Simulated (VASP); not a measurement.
# Be in VASP: notebook

Runs on Be. Level: PBE. Tasks: single point.

The COD entry that gives the cell may itself be a prediction, so a difference from it is no test against experiment.

Program: VASP 6.6.1. These are calculated values, not measurements. Logs are shortened: lines on timing, memory, paths and dates and some standing lists are left out, and cuts for length are marked.

## Step 1: The cell of the first run

The structure is hexagonal, space group P6/mmm (No. 191). The conventional cell has a = 3.701 Å, b = 3.701 Å, c = 1.987 Å, α = 90.00°, β = 90.00°, γ = 120.00°. Be (site symmetry -6m2) has 5 Be at 1.99 to 2.14 Å within 2.6 Å.

## Step 2: Single point, PBE

File INCAR:

```
SYSTEM = Be
PREC = Accurate
ENCUT = 520
EDIFF = 1E-6
ISMEAR = 0
SIGMA = 0.1
LREAL = .False.
LASPH = .True.
NELM = 80
ALGO = Normal
ISIF = 2
LWAVE = .False.
LCHARG = .False.
GGA = PE
NBANDS = 12
```

File KPOINTS:

```
Automatic mesh
0
Gamma
  9 9 4
  0 0 0
```

File POSCAR:

```
Be
1.0
    3.7010606470      0.0000000000      0.0000000000
   -1.8505303235      3.2052125413      0.0000000000
    0.0000000000      0.0000000000      3.9734656670
Be
4
Direct
    0.3333333333      0.6666666667      0.4999991203
    0.6666666667      0.3333333333      0.9999991203
    0.6666666667      0.3333333333      0.5000008797
    0.3333333333      0.6666666667      0.0000008797
```

Potentials or basis: VASP PAW PBE potentials, release 64 (Be).

Launch:

```bash
$ cat potpaw_PBE.64/Be/POTCAR > POTCAR
$ mpirun -np 1 vasp_std > vasp.out
```

OUTCAR:

```text
SYSTEM = Be
   PREC = Accurate
   ENCUT = 520
   EDIFF = 1E-6
   ISMEAR = 0
   LREAL = .False.
   LASPH = .True.
   NELM = 80
   ISIF = 2
   GGA = PE

 ion  position               nearest neighbor table
   1  0.333  0.667  0.500-   4 1.99   4 1.99   3 2.14   3 2.14   3 2.14
   2  0.667  0.333  1.000-   3 1.99   3 1.99   4 2.14   4 2.14   4 2.14
   3  0.667  0.333  0.500-   2 1.99   2 1.99   1 2.14   1 2.14   1 2.14
   4  0.333  0.667  0.000-   1 1.99   1 1.99   2 2.14   2 2.14   2 2.14

  LATTYP: Found a hexagonal cell.
 ALAT       =     3.7010606470
 C/A-ratio  =     1.0736018796

  Lattice vectors:

 A1 = (   3.7010606470,   0.0000000000,   0.0000000000)
 A2 = (  -1.8505303235,   3.2052125413,   0.0000000000)
 A3 = (   0.0000000000,   0.0000000000,   3.9734656670)

Analysis of symmetry for initial positions (statically):
=====================================================================
 Subroutine PRICEL returns following result:

  LATTYP: Found a hexagonal cell.
 ALAT       =     3.7010606470
 C/A-ratio  =     0.5368028287

  Lattice vectors:

 A1 = (   3.7010606470,   0.0000000000,   0.0000000000)
 A2 = (  -1.8505303235,   3.2052125413,   0.0000000000)
 A3 = (   0.0000000000,   0.0000000000,   1.9867398244)

   2 primitive cells build up your supercell.

 Routine SETGRP: Setting up the symmetry group for a
 hexagonal supercell.

 Subroutine GETGRP returns: Found 24 space group operations
 (whereof 24 operations were pure point group operations)
 out of a pool of 24 trial point group operations.

The static configuration has the point symmetry D_6h.

Analysis of symmetry for dynamics (positions and initial velocities):
=====================================================================
 Subroutine PRICEL returns following result:

  LATTYP: Found a hexagonal cell.
 ALAT       =     3.7010606470
 C/A-ratio  =     0.5368028287

  Lattice vectors:

 A1 = (   3.7010606470,   0.0000000000,   0.0000000000)
 A2 = (  -1.8505303235,   3.2052125413,   0.0000000000)
 A3 = (   0.0000000000,   0.0000000000,   1.9867398244)

   2 primitive cells build up your supercell.

 Routine SETGRP: Setting up the symmetry group for a
 hexagonal supercell.

 Subroutine GETGRP returns: Found 24 space group operations
 (whereof 24 operations were pure point group operations)
 out of a pool of 24 trial point group operations.

The dynamic configuration has the point symmetry D_6h.

 Subroutine INISYM returns: Found 24 space group operations
 (whereof 24 operations are pure point group operations),
 and found     2 'primitive' translations

----------------------------------------------------------------------------------------

                                     Primitive cell

  volume of cell :      23.5681

  direct lattice vectors                    reciprocal lattice vectors
     3.701060647  0.000000000  0.000000000     0.270192816  0.155995895  0.000000000
    -1.850530323  3.205212541  0.000000000     0.000000000  0.311991791  0.000000000
     0.000000000  0.000000000  1.986739824     0.000000000  0.000000000  0.503337170

  length of vectors
     3.701060647  3.701060647  1.986739824     0.311991791  0.311991791  0.503337170

  position of ions in fractional coordinates (direct lattice)
     0.333333333  0.666666667  0.999994722
     0.666666667  0.333333333  0.999998241

  ion indices of the primitive-cell ions
   primitive index   ion index
                 1           1
                 2           3

----------------------------------------------------------------------------------------

 KPOINTS: Automatic mesh

Automatic generation of k-mesh.
 Grid dimensions read from file:
 generate k-points for:    9    9    4

 Generating k-lattice:

  Cartesian coordinates                     Fractional coordinates (reciprocal lattice)
     0.030021424  0.017332877  0.000000000     0.111111111 -0.000000000  0.000000000
     0.000000000  0.034665755  0.000000000     0.000000000  0.111111111  0.000000000
     0.000000000  0.000000000  0.062917368     0.000000000  0.000000000  0.250000000

  Length of vectors
     0.034665755  0.034665755  0.062917368

  Shift w.r.t. Gamma in fractional coordinates (k-lattice)
     0.000000000  0.000000000  0.000000000

 Subroutine IBZKPT returns following result:
 ===========================================

 Found     36 irreducible k-points:

 Following reciprocal coordinates:
            Coordinates               Weight
  0.000000  0.000000  0.000000      1.000000
  0.111111  0.000000  0.000000      6.000000
  0.222222  0.000000  0.000000      6.000000
  0.333333 -0.000000  0.000000      6.000000
  0.444444  0.000000  0.000000      6.000000
  0.111111  0.111111  0.000000      6.000000
[... 16 lines left out ...]
  0.333333  0.222222  0.250000     24.000000
  0.333333  0.333333  0.250000      4.000000
 [... further k-points ...]
   k-points           NKPTS =     36   k-points in BZ     NKDIM =     36   number of bands    NBANDS=     12
   number of dos      NEDOS =    301   number of ions     NIONS =      4
   total plane-waves  NPLWV =  23520
   dimension x,y,z NGX =    28 NGY =   28 NGZ =   30
   dimension x,y,z NGXF=    56 NGYF=   56 NGZF=   60
   ions per type =               4
   NGX,Y,Z   is equivalent  to a cutoff of  12.58, 12.58, 12.55 a.u.
   NGXF,Y,Z  is equivalent  to a cutoff of  25.15, 25.15, 25.10 a.u.
 SYSTEM =  Be
   PREC   = accura    normal or accurate (medium, high low for compatibility)
   ISTART =      0    job   : 0-new  1-cont  2-samecut
   ICHARG =      2    charge: 1-file 2-atom 10-const
   ISPIN  =      1    spin polarized calculation?
   LNONCOLLINEAR =      F non collinear calculations
   LSORBIT =      F    spin-orbit coupling
   LASPH  =      T    aspherical Exc in radial PAW
   ENCUT  =  520.0 eV  38.22 Ry    6.18 a.u.   6.88  6.88  7.39*2*pi/ulx,y,z
   NELM   =     80;   NELMIN=  2; NELMDL= -5     # of ELM steps
   EDIFF  = 0.1E-05   stopping-criterion for ELM
   LREAL  =      F    real-space projection
   EDIFFG = 0.1E-04   stopping-criterion for IOM
   NSW    =      0    number of steps for IOM
   IBRION =     -1    ionic relax: 0-MD 1-quasi-New 2-CG
   NFREE  =      0    steps in history (QN), initial steepest desc. (CG)
   ISIF   =      2    stress and relaxation
   ISYM   =      2    0-nonsym 1-usesym 2-fastsym
   POTIM  = 0.5000    time-step for ionic-motion
   TEBEG  =    0.0;   TEEND  =   0.0 temperature during run
   PSTRESS=    0.0 pullay stress
   NELECT =       8.0000    total number of electrons
   NUPDOWN=      -1.0000    fix difference up-down
   EMIN   =  10.00;   EMAX   =-10.00  energy-range for DOS
   EFERMI =   0.00;   METHOD = LEGACY
   ISMEAR =     0;   SIGMA  =   0.10  broadening in eV -4-tet -1-fermi 0-gaus
   EFERMI_NEDOS =   21; number of points for ismear=-14 and -15
   IALGO  =     38    algorithm
   IMIX   =      4    mixing-type and parameters
     AMIX     =   0.40;   BMIX     =  1.00
     AMIX_MAG =   1.60;   BMIX_MAG =  1.00
  volume/ion in A,a.u.               =      11.78        79.52
  Fermi-wavevector in a.u.,A,eV,Ry     =   0.906402  1.712851 11.178055  0.821564
  Thomas-Fermi vector in A             =   2.030085
   LORBIT       =      0    0 simple, 1 ext, 2 COOP (PROOUT), +10 PAW based schemes
   GGA     = PE    functional components
   LHFCALC =     F    Hartree Fock is set to
   AEXX    =    0.0000 exact exchange contribution
   IVDW    =     0    specifies the selected vdW correction
   LEPSILON=     F    determine dielectric tensor
   LRPA    =     F    only Hartree local field effects (RPA)
 non-spin polarized calculation
 Gauss-broadening in eV      SIGMA  =   0.10
  energy-cutoff  :      520.00
  volume of cell :       47.14
 maximum number of plane-waves:      1284
 NGX is ok and might be reduce to    28

 number of electron       8.0000000 magnetization

 Free energy of the ion-electron system (eV)
  ---------------------------------------------------
  ext. energy  EPLUGINS =         0.00000000
  ---------------------------------------------------
  free energy    TOTEN  =       -11.35350228 eV

  energy without entropy =      -11.34806241  energy(sigma->0) =      -11.35078235

 E-fermi :   2.7744     XC(G=0):  -9.0925

 val. band max:        2.6455994963   @ k =   0.2222   0.2222   0.5000
 cond. band min:       2.8179105809   @ k =   0.3333   0.1111   0.2500
 fundamental gap:      0.1723110845
 Fermi energy:         2.7743887735

 k-point     1 :       0.0000    0.0000    0.0000
  band No.  band energies     occupation
      1      -5.3114      2.00000
      2      -0.0972      2.00000
      3       3.2748      0.00000
      4       3.2748      0.00000
      5       4.6855      0.00000
      6       7.7050      0.00000
      7       7.8900      0.00000
      8       7.8900      0.00000
      9       9.0814      0.00000
     10       9.7714      0.00000
     11       9.7714      0.00000
     12      13.2295      0.00000

 k-point     2 :       0.1111    0.0000    0.0000
  band No.  band energies     occupation
      1      -5.1725      2.00000
      2       0.0429      2.00000
      3       2.5755      1.99509
      4       2.9566      0.00998
      5       4.7758      0.00000
      6       7.3017      0.00000
      7       7.7692      0.00000
      8       8.5329      0.00000
      9       9.4532      0.00000
     10       9.5240      0.00000
     11       9.6278      0.00000
     12      13.9944      0.00000

 k-point     3 :       0.2222    0.0000    0.0000
  band No.  band energies     occupation
      1      -4.7577      2.00000
      2       0.4531      2.00000
      3       1.1264      2.00000
      4       2.3494      2.00000
      5       5.0434      0.00000
      6       6.3081      0.00000
      7       7.3443      0.00000
      8       8.7025      0.00000
      9       9.0206      0.00000
     10      10.0997      0.00000
     11      11.0503      0.00000
     12      15.2684      0.00000
[... 286 lines left out ...]
 k-point    23 :       0.3333    0.2222    0.2500
  band No.  band energies     occupation
      1      -2.3435      2.00000
      2      -1.0629      2.00000
      3       0.4886      2.00000
      4       0.8030      2.00000
      5       2.2197      2.00000
      6       4.6553      0.00000
      7       8.6272      0.00000
      8       8.9078      0.00000
      9       9.6213      0.00000
     10      11.8642      0.00000
     11      14.1715      0.00000
     12      14.3644      0.00000

 k-point    24 :       0.3333    0.3333    0.2500
  band No.  band energies     occupation
      1      -1.5395      2.00000
      2      -1.5395      2.00000
      3      -0.1708      2.00000
      4       1.5598      2.00000
      5       1.5598      2.00000
      6       4.2280      0.00000
      7       8.8864      0.00000
      8       8.8864      0.00000
      9      11.5750      0.00000
     10      11.5750      0.00000
     11      12.3708      0.00000
     12      14.1978      0.00000

 [... further k-points ...]
[... 5 lines left out ...]
  --------------------------------------------------------------------------------------
  -------------------------------------------------------------------------------------
  Total        0.0353851      0.0353851      0.0327721      0.0000000      0.0000000      0.0000000
  in kB        1.2027601      1.2027601      1.1139416      0.0000000      0.0000000      0.0000000
  external PRESSURE =       1.1731539 kB  Pullay stress =       0.0000000 kB

 VOLUME and BASIS-vectors are now :
 -----------------------------------------------------------------------------
  energy-cutoff  :      520.00
  volume of cell :       47.14
      direct lattice vectors                 reciprocal lattice vectors
     3.701060647  0.000000000  0.000000000     0.270192816  0.155995895  0.000000000
    -1.850530323  3.205212541  0.000000000     0.000000000  0.311991791  0.000000000
     0.000000000  0.000000000  3.973465667     0.000000000  0.000000000  0.251669470

 POSITION                                       TOTAL-FORCE (eV/Angst)
 -----------------------------------------------------------------------------------
     -0.00000      2.13681      1.98673        -0.000000      0.000000      0.000000
      1.85053      1.06840      3.97346        -0.000000      0.000000      0.000000
      1.85053      1.06840      1.98674         0.000000     -0.000000      0.000000
     -0.00000      2.13681      0.00000         0.000000     -0.000000      0.000000
 -----------------------------------------------------------------------------------
    total drift:                                0.000000     -0.000000     -0.000000

  FREE ENERGIE OF THE ION-ELECTRON SYSTEM (eV)
  ---------------------------------------------------
  free  energy   TOTEN  =       -11.3535022799 eV

  energy  without entropy=      -11.3480624118  energy(sigma->0) =      -11.35078235
```

Run time: 16 s. Hardware: 1 thread of Intel Xeon Platinum 8259CL at 2.50GHz (Skylake/Cascade Lake), shared host; peak memory 0.15 GiB.

What came out:

| Quantity | Value |
| --- | --- |
| Free energy | -11.3535 eV |
| Pressure | 0.1 GPa |
| Band gap on the k mesh | zero (band 4 reaches 5.45 eV, above the bottom of band 5 at 1.53 eV) |

Caveat: the k points lie up to 0.40 Å⁻¹ apart.

## Step 3: Single point, PBE

This run uses another cell than the first one: it holds 8 atoms, not 4.

File INCAR:

```
PREC = Accurate
ENCUT = 520
EDIFF = 1E-7
ISMEAR = 0
SIGMA = 0.1
LREAL = F
LASPH = T
NELM = 80
ALGO = Normal
ISIF = 2
LWAVE = F
LCHARG = F
GGA = PE
NBANDS = 18
```

File KPOINTS:

```
Automatic mesh
0
Gamma
  9 9 2
```

File POSCAR:

```
Be
1.0
    3.5448742648     -0.0000000001      0.0000000000
   -1.7724371324      3.0699511666      0.0000000000
    0.0000000000      0.0000000000      8.1729142534
Be
8
Direct
    0.0000000000      0.0000000000      0.1174549575
    0.0000000000      0.0000000000      0.6174549575
    0.0000000000      0.0000000000      0.3825450425
    0.0000000000      0.0000000000      0.8825450425
    0.3333333333      0.6666666667     -0.0003322449
    0.6666666667      0.3333333333      0.4996677551
    0.3333333333      0.6666666667      0.5003322449
    0.6666666667      0.3333333333      1.0003322449
```

Potentials or basis: VASP PAW PBE potentials, release 64 (Be).

Launch:

```bash
$ cat potpaw_PBE.64/Be/POTCAR > POTCAR
$ mpirun -np 1 vasp_std > vasp.out
```

Run time: 32 s. Hardware: 1 thread of Intel Xeon Platinum 8375C at 2.90GHz (Ice Lake), shared host; peak memory 0.2 GiB.

The run converged. Its results:

```
Free energy            : -25.6577 eV
Pressure               : 0.0 GPa
Largest force          : 0.021 eV/Å
Band gap on the k mesh : zero (band 8 reaches 5.41 eV, above the bottom of band 9 at 2.62 eV)
```

Forces in eV/Å, atoms in the order of the input:
```
Be   0.000  0.000  0.021
Be   0.000  0.000  0.021
Be   0.000  0.000 -0.021
Be   0.000  0.000 -0.021
Be   0.000  0.000  0.005
Be   0.000  0.000  0.005
Be   0.000  0.000 -0.005
Be   0.000  0.000 -0.005
```

Levels at points of the mesh, in eV from the Fermi level:
```
           k point  band 5  band 6  band 7  band 8  band 9  band 10  band 11  band 12
(0.00, 0.00, 0.00)   -1.02    1.59    1.59    2.27    2.27     2.36     2.36     2.50
(0.00, 0.00, 0.50)    1.91    1.91    1.91    1.91    2.25     2.25     2.38     2.38
```

Caveat: the k points lie up to 0.38 Å⁻¹ apart.

## Step 4: Single point, PBE

This run uses another cell than the first one: it holds 8 atoms, not 4.

File INCAR:

```
PREC = Accurate
ENCUT = 520
EDIFF = 1E-6
ISMEAR = 0
SIGMA = 0.1
LREAL = F
LASPH = T
NELM = 100
ALGO = Normal
ISIF = 2
LWAVE = F
LCHARG = F
GGA = PE
NBANDS = 18
```

File KPOINTS:

```
Automatic mesh
0
Gamma
  6 6 4
```

File POSCAR:

```
Be
1.0
   -1.7840492060      3.0900638679      0.0000000000
    0.0000000000      0.0000000000      4.0116815111
    5.3521476179      3.0900638679      0.0000000000
Be
8
Direct
    0.0000000000      0.2360366954      0.0000000000
    0.5000000000      0.2360366954      0.5000000000
    0.5000000000      0.7639633046      0.5000000000
    0.0000000000      0.7639633046      1.0000000000
    0.5000000000      0.0000000000      0.1666666667
    0.0000000000      0.0000000000      0.6666666667
    1.0000000000      0.0000000000      0.3333333333
    0.5000000000      0.0000000000      0.8333333333
```

Launch:

```bash
$ cat potpaw_PBE.64/Be/POTCAR > POTCAR
$ mpirun -np 1 vasp_std > vasp.out
```

Run time: 41 s. Hardware: 1 thread of Intel Xeon Platinum 8375C at 2.90GHz (Ice Lake), shared host; peak memory 0.21 GiB.

The run converged. Its results:

```yaml
Free_energy: -25.6630 eV
Pressure: 0.2 GPa
Largest_force: 0.055 eV/Å
Band_gap_on_the_k_mesh: zero (band 8 reaches 5.50 eV, above the bottom of band 9 at 1.81 eV)
```

Forces in eV/Å, atoms in the order of the input:
```
Be   0.000  0.000 -0.013
Be   0.000  0.000 -0.013
Be   0.000  0.000  0.013
Be   0.000  0.000  0.013
Be  -0.048 -0.028  0.000
Be  -0.048 -0.028  0.000
Be   0.048  0.028  0.000
Be   0.048  0.028  0.000
```

Stress tensor (GPa, compression positive):
```
 0.52  0.11  0.00
 0.11  0.39  0.00
 0.00  0.00 -0.26
```

Levels at points of the mesh, in eV from the Fermi level:
```tsv
k point	band 5	band 6	band 7	band 8	band 9	band 10	band 11	band 12
(0.00, 0.00, 0.00)	-1.25	-0.79	0.06	1.26	1.42	1.42	2.15	2.16
(0.50, 0.00, 0.00)	-3.59	-3.59	0.11	0.11	1.22	1.22	4.05	4.05
(0.00, 0.50, 0.00)	-1.91	-1.85	-1.42	2.27	2.28	2.41	2.42	4.32
(0.50, 0.50, 0.00)	-2.84	-2.84	-2.71	-2.71	0.29	0.29	0.96	0.96
(0.00, 0.00, 0.50)	-1.03	-1.03	-0.62	-0.62	-0.10	-0.10	3.79	3.79
(0.50, 0.00, 0.50)	-1.97	-1.97	0.06	0.06	1.26	1.26	3.76	3.76
(0.00, 0.50, 0.50)	-1.77	-1.77	-0.48	-0.48	2.00	2.00	4.20	4.20
(0.50, 0.50, 0.50)	-1.92	-1.92	-1.85	-1.85	-1.42	-1.42	4.32	4.32
```

## Step 5: Single point, PBE

This run uses another cell than the first one, of 11.06 Å³/atom, 0.938 times its volume.

File INCAR:

```
PREC = Accurate
ENCUT = 520
EDIFF = 1E-7
ISMEAR = 0
SIGMA = 0.1
LREAL = False
LASPH = True
NELM = 80
ALGO = Normal
ISIF = 2
LWAVE = False
LCHARG = False
GGA = PE
NBANDS = 12
```

File KPOINTS:

```
regular mesh
0
Gamma
  15 15 12
```

File POSCAR:

```
Be
1.0
    3.5680984119      0.0000000000      0.0000000000
   -1.7840492060      3.0900638679      0.0000000000
    0.0000000000      0.0000000000      4.0116815111
Be
4
Direct
    0.0000000000      0.0000000000      0.2360366954
    0.0000000000      0.0000000000      0.7639633046
    0.3333333333      0.6666666667      0.0000000000
    0.6666666667      0.3333333333      0.0000000000
```

Launch:

```bash
$ cat potpaw_PBE.64/Be/POTCAR > POTCAR
$ mpirun -np 1 vasp_std > vasp.out
```

Wall time 48 s (1 thread of Intel Xeon Platinum 8375C at 2.90GHz (Ice Lake), shared host); peak memory 0.21 GiB.

Results (log left out):

```yaml
Free_energy: -12.8571 eV
Pressure: 0.1 GPa
Largest_force: 0.021 eV/Å
Band_gap_on_the_k_mesh: zero (band 4 reaches 5.49 eV, above the bottom of band 5 at 1.60 eV)
```

Forces on the atoms (eV/Å):
```
Be   0.000  0.000  0.021
Be   0.000  0.000 -0.021
Be   0.000  0.000  0.000
Be   0.000  0.000  0.000
```

Levels at points of the mesh, in eV from the Fermi level:
```tsv
k point	band 1	band 2	band 3	band 4	band 5	band 6	band 7	band 8	band 9
(0.00, 0.00, 0.00)	-8.76	-1.27	-0.81	1.40	1.40	2.13	2.13	8.00	9.49
(0.00, 0.00, 0.50)	-7.93	-5.24	2.25	2.25	2.40	2.40	5.23	6.11	6.11
```

(Continued in part 2 of 2.)
